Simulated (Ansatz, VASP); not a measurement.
ZnCd3Se3S in VASP and in Ansatz

```
Zn Cd Se S
1.0
     4.25565    2.45700    3.45863
    -4.25565    2.45700    3.45863
     0.00000   -4.91400    3.45863
Zn Cd Se S
1 3 3 1
Direct
  0.99192 0.99192 0.99192
  0.50646 0.99604 0.50646
  0.99604 0.50646 0.50646
  0.50646 0.50646 0.99604
  0.23749 0.76242 0.23749
  0.76242 0.23749 0.23749
  0.23749 0.23749 0.76242
  0.76173 0.76173 0.76173
```

Alike in both runs: functional PBE; k mesh 6 × 6 × 6; occupations gaussian, width 0.02 eV; no spin polarisation.

Ansatz relaxed the structure, and its values are those at the end. VASP's run is a single point on that final structure, the one shown.

|  | VASP | Ansatz |
| --- | --- | --- |
| version | VASP 6.6.1 | Ansatz 0.2.0 |
| potentials or method | VASP PAW PBE potentials, release 64 (Zn, Cd, Se, S), cutoff 520 eV | scalar-relativistic, plane waves, PAW |
| valence electrons in the cell | 72 | 126 |

VASP gave:

* gap on the k mesh at the Fermi level (eV): 0.70
* least direct gap on the mesh (eV): 0.70
* pressure (GPa): 0.2
* rms of the force components (eV/Å): 0.006

Question: What did Ansatz give for the same quantities?

Answer: gap on the k mesh at the Fermi level (eV): 0.70; least direct gap on the mesh (eV): 0.70; pressure (GPa): 0.0; rms of the force components (eV/Å): 0.001.

VASP's potentials hold 72 valence electrons a cell and Ansatz's 126, so a difference there can come from the potentials and not from the codes.
